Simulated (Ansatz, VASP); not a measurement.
# Two plane-wave programs on TaN

```
Ta N
1.0
     3.04800    0.00000    0.00000
    -1.52400    2.63965    0.00000
     0.00000    0.00000    4.91800
Ta N
2 2
Direct
  0.96341 0.97321 0.00000
  0.96341 0.97321 0.50000
  0.33333 0.66667 0.25000
  0.66667 0.33333 0.75000
```

Change from the starting cell: all Ta atoms moved -0.100 Å, as atom 1 along Cartesian [1 1 0].

Alike in both runs: task single point; functional PBEsol; k mesh 18 × 18 × 10; occupations gaussian, width 0.15 eV; no spin polarisation.

```csv
,VASP,Ansatz
version,VASP 6.6.1,Ansatz 0.2.0
potentials or method,"VASP PAW PBE potentials, release 64 (Ta_pv, N), cutoff 520 eV","scalar-relativistic, plane waves, PAW"
valence electrons in the cell,32,36
```

```tsv
	VASP	Ansatz	Ansatz less VASP
gap on the k mesh at the Fermi level (eV)	none	none	-
rms of the force components (eV/Å)	0.746	0.734	-0.0120
```

VASP's potentials were made for PBE, not for PBEsol. Atom by atom the forces differ by 0.012 eV/Å (rms over components). A gap of «none» marks a metal or a gap that the smearing closes. The functional is the same, so the differences come from potentials, cutoffs and numerics. VASP's potentials hold 32 valence electrons a cell and Ansatz's 36, so a difference there can come from the potentials and not from the codes.

Neither program's run includes spin-orbit coupling.
